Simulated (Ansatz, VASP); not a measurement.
One calculation of Pd, two programs

File INCAR:

```
PREC     = Accurate       # precision mode
ENCUT    = 520            # plane-wave cutoff, eV
EDIFF    = 1E-7           # SCF threshold, eV
ISMEAR   = 1              # smearing method
SIGMA    = 0.1            # smearing width, eV
LREAL    = F              # projectors in reciprocal space
LASPH    = T              # aspherical terms in the spheres
NELM     = 60             # most SCF steps
ALGO     = Normal         # electronic algorithm
ISIF     = 2              # what is computed and relaxed
LWAVE    = F              # write WAVECAR
LCHARG   = F              # write CHGCAR
GGA      = PS             # functional
NBANDS   = 28             # bands
```

File KPOINTS:

```
Automatic mesh
0
Gamma
  14 14 4
```

Contents of POSCAR:

```
Pd
1.0
    2.9006880000      0.0000000000      0.0000000000
   -1.4503440000      2.5120725000      0.0000000000
    0.0000000000      0.0000000000      8.2706485261
Pd
4
Direct
    0.0000000000      0.0000000000      0.0000000000
    0.3333333333      0.6666666667      0.2500000000
    0.0000000000      0.0000000000      0.5000000000
    0.6666666667      0.3333333333      0.7500000000
```

Input for Ansatz:

```yaml
crystal:
  lattice:
    - [2.900688, 0.0, 0.0]
    - [-1.450344, 2.5120725000000004, 0.0]
    - [0.0, 0.0, 8.270648526077096]
  atoms:
    - { symbol: Pd, position: [0.0, 0.0, 0.0] }
    - { symbol: Pd, position: [0.3333333333333333, 0.6666666666666666, 0.25] }
    - { symbol: Pd, position: [0.0, 0.0, 0.5] }
    - { symbol: Pd, position: [0.6666666666666666, 0.3333333333333333, 0.75] }
basis:
  ecutwfc: 420.0
kpoints:
  mp_grid:
    grid: [14, 14, 4]
hamiltonian:
  xc: pbesol
scf:
  convergence:
    dr2_threshold: 1.0e-10
  occupations:
    method: cold
output:
  stress: true
```

Alike in both runs: task single point; functional PBEsol; k mesh 14 × 14 × 4; no spin polarisation.

|  | VASP | Ansatz |
| --- | --- | --- |
| version | VASP 6.6.1 | Ansatz 0.2.0 |
| potentials or method | VASP PAW PBE potentials, release 64 (Pd), cutoff 520 eV | plane waves, PAW |
| occupations | methfessel-paxton of order 1, width 0.1 eV | cold |
| valence electrons in the cell | 40 | 72 |

```csv
,VASP,Ansatz,Ansatz less VASP
pressure (GPa),-3.1,-2.8,+0.33
"traceless stress, the component that is largest in VASP (GPa)",10.64,10.75,+0.107
```

VASP's potentials were made for PBE, not for PBEsol. VASP's potentials hold 40 valence electrons a cell and Ansatz's 72, so a difference there can come from the potentials and not from the codes. Ansatz's warnings: structure snapped to symmetry.
